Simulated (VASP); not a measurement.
Input of a VASP 6.6.1 run:

INCAR

```
SYSTEM = Te5Pd
ALGO     = Normal         ! electronic algorithm
EDIFF    = 1E-6           ! SCF threshold, eV
ENCUT    = 520            ! plane-wave cutoff, eV
GGA      = PE             ! functional
ISIF     = 2              ! what is computed and relaxed
ISMEAR   = 0              ! smearing method
LASPH    = .True.         ! aspherical terms in the spheres
LCHARG   = .False.        ! write CHGCAR
LREAL    = .False.        ! projectors in reciprocal space
LWAVE    = .False.        ! write WAVECAR
NBANDS   = 29             ! bands
NELM     = 80             ! most SCF steps
PREC     = Accurate       ! precision mode
SIGMA    = 0.1            ! smearing width, eV
```

The input KPOINTS:

```
k-points
0
Gamma
  4 4 4
  0 0 0
```

File POSCAR:

```
Te5Pd
1.0
    6.2579002819      0.0000000000      0.0000000000
    0.0000000000      6.2579002819      0.0000000000
    0.0000000000      0.0000000000      6.2579002819
Te Pd
5 1
Direct
    0.7641386810      0.7641386810      0.7641386810
    0.2358613190      0.2358613190      0.7641386810
    0.2358613190      0.7641386810      0.2358613190
    0.7641386810      0.2358613190      0.2358613190
    0.5000000000      0.5000000000      0.5000000000
    0.0000000000      0.0000000000      0.0000000000
```

Potentials or basis: VASP PAW PBE potentials, release 64 (Te, Pd).

Launch:

```bash
$ cat potpaw_PBE.64/Te/POTCAR potpaw_PBE.64/Pd/POTCAR > POTCAR
$ mpirun -np 1 vasp_std > vasp.out
```

(1) Estimate the largest force.

(2) What does it give for the pressure?

(3) Estimate the band gap on the k mesh.

## Answers

(1) 0.015 eV/Å.

(2) 0.0 GPa.

(3) zero (bands 20 and 21 overlap by 0.84 eV).

Caveat: spin-orbit coupling is left out, which moves the levels of the heavy elements.
